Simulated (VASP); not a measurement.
Zr:

```
CELL_PARAMETERS angstrom
3.21031 0.00000 0.00000
-1.60515 2.78021 0.00000
0.00000 0.00000 5.11246
ATOMIC_POSITIONS crystal
Zr 0.66667 0.33333 0.75000
Zr 0.33333 0.66667 0.25000
```

This cell differs from its parent crystal: volume scaled by 0.98.

Base run:

| Item | Value |
| --- | --- |
| Program | VASP 6.6.1 |
| Functional | PBEsol |
| Potentials or basis | VASP PAW PBE potentials, release 64 (Zr_sv) |
| Cutoff | 520 eV |
| k mesh | 9 × 9 × 5 |
| Occupations | fermi-dirac, width 0.05 eV |
| Spin | no spin polarisation |

Its results: band gap on the k mesh zero (band 12 reaches 9.95 eV, above the bottom of band 13 at 8.85 eV); pressure -1.4 GPa.

Question: The run is repeated on the same cell with these changes: functional from PBEsol to PBE. What comes out?

Answer: Band gap on the k mesh zero (band 12 reaches 10.09 eV, above the bottom of band 13 at 8.97 eV); pressure 2.5 GPa.

PBE binds less tightly than PBEsol, so the same cell stands under more pressure.

Caveats: the PAW data sets were made with another functional, which shifts forces and pressure a little (some runs).
